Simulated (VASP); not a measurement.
A run of VASP 6.6.1 is set up as follows.

Contents of INCAR:

```
SYSTEM = Si2W
PREC = Accurate
ENCUT = 520
EDIFF = 1E-6
ISMEAR = 0
SIGMA = 0.1
LREAL = .FALSE.
LASPH = .TRUE.
NELM = 100
ALGO = Normal
ISIF = 2
LWAVE = .FALSE.
LCHARG = .FALSE.
LDIPOL = .TRUE.
IDIPOL = 3
DIPOL = 0.5 0.5 0.500
GGA = PS
NBANDS = 56
```

KPOINTS

```
Automatic mesh
0
G
  7 7 1
  0 0 0
```

The input POSCAR:

```
Si2W
1.0
    4.5290183143      0.0000000000      0.0000000000
   -2.2645091571      3.9078662643      0.0000000000
    0.0000000000      0.0000000000     23.7935274714
Si W
8 4
Direct
    0.1655010549      0.3310021098      0.3572400103
    0.8344989451      0.6689978902      0.3572400103
    0.6655010549      0.3310021098      0.4524133368
    0.3344989451      0.6689978902      0.4524133368
    0.1660125862      0.3320251725      0.5482476959
    0.8339874138      0.6679748275      0.5482476959
    0.6614333022      0.3228666045      0.6444812931
    0.3385666978      0.6771333955      0.6444812931
    0.5000000000      0.0000000000      0.3572400103
    0.0000000000      0.0000000000      0.4524133368
    0.5000000000      0.0000000000      0.5462274760
    0.0000000000      0.0000000000      0.6374383035
```

Potentials or basis: VASP PAW PBE potentials, release 64 (Si, W_sv).

Launch:

```bash
$ cat potpaw_PBE.64/Si/POTCAR potpaw_PBE.64/W_sv/POTCAR > POTCAR
$ mpirun -np 1 vasp_std > vasp.out
```

(1) What does it give for the largest force?

(2) Estimate the band gap on the k mesh.

Answers

(1) 2.005 eV/Å.

(2) zero (band 44 reaches 2.28 eV, above the bottom of band 45 at 1.53 eV).

Caveat: the PAW data sets were made with another functional, which shifts forces and pressure a little; spin-orbit coupling is left out, which moves the levels of the heavy elements.
